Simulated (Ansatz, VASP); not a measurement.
# BP4 in VASP and in Ansatz

Contents of INCAR:

```
SYSTEM = BP4
ALGO = Normal
EDIFF = 1E-7
EDIFFG = -0.01
ENCUT = 600
GGA = PE
IBRION = 2
ISIF = 3
ISMEAR = 0
LASPH = .TRUE.
LCHARG = .FALSE.
LREAL = .FALSE.
LWAVE = .FALSE.
NELM = 60
NSW = 100
PREC = Accurate
SIGMA = 0.1
```

The input KPOINTS:

```
k-points
0
G
  12 12 6
  0 0 0
```

File POSCAR:

```
BP4
1.0
    3.1930202828      0.0000000000      0.0000000000
   -1.5965101414      2.7652366797      0.0000000000
    0.0000000000      0.0000000000      7.9082494997
B P
1 4
Direct
    0.0000000000      0.0000000000      0.0000000000
    0.3333333333      0.6666666667      0.8601254382
    0.3333333333      0.6666666667      0.4158571638
    0.6666666667      0.3333333333      0.1398745618
    0.6666666667      0.3333333333      0.5841428362
```

Input for Ansatz:

```yaml
crystal:
  lattice:
    - [3.1930202828, 0.0, 0.0]
    - [-1.5965101414, 2.7652366797, 0.0]
    - [0.0, 0.0, 7.9082494997]
  atoms:
    - { symbol: B, position: [0.0, 0.0, 0.0] }
    - { symbol: P, position: [0.3333333333, 0.6666666667, 0.8601254382] }
    - { symbol: P, position: [0.3333333333, 0.6666666667, 0.4158571638] }
    - { symbol: P, position: [0.6666666667, 0.3333333333, 0.1398745618] }
    - { symbol: P, position: [0.6666666667, 0.3333333333, 0.5841428362] }
basis:
  ecutwfc: 420
kpoints:
  mp_grid: { grid: [12, 12, 6] }
hamiltonian:
  xc: pbe
scf:
  occupations: { method: gaussian, width: 0.1 }
output:
  forces: true
  stress: true
  eigenvalues: true
relax:
  adjacent_minimum: "off"
  f_tol: 0.01
  max_steps: 80
  cell: { stress_tol: 0.05 }
```

Change from the starting cell: species swapped into the Co4H type (P-3m1, No. 164).

Alike in both runs: task relaxation of cell and atoms; functional PBE; k mesh 12 × 12 × 6; occupations gaussian, width 0.1 eV; no spin polarisation.

|  | VASP | Ansatz |
| --- | --- | --- |
| version | VASP 6.6.1 | Ansatz 0.2.0 |
| potentials or method | VASP PAW PBE potentials, release 64 (B, P), cutoff 600 eV | scalar-relativistic, plane waves, PAW |
| valence electrons in the cell | 23 | 23 |

|  | VASP | Ansatz | Ansatz less VASP |
| --- | --- | --- | --- |
| gap on the k mesh at the Fermi level, each at its own relaxed structure (eV) | none | none | - |
| relaxed volume (Å³/atom) | 13.73 | 13.72 | -0.017 |
| relaxed cell length with the largest relative difference (Å) | 7.806 | 7.783 | -0.0234 |

A gap of «none» marks a metal or a gap that the smearing closes.
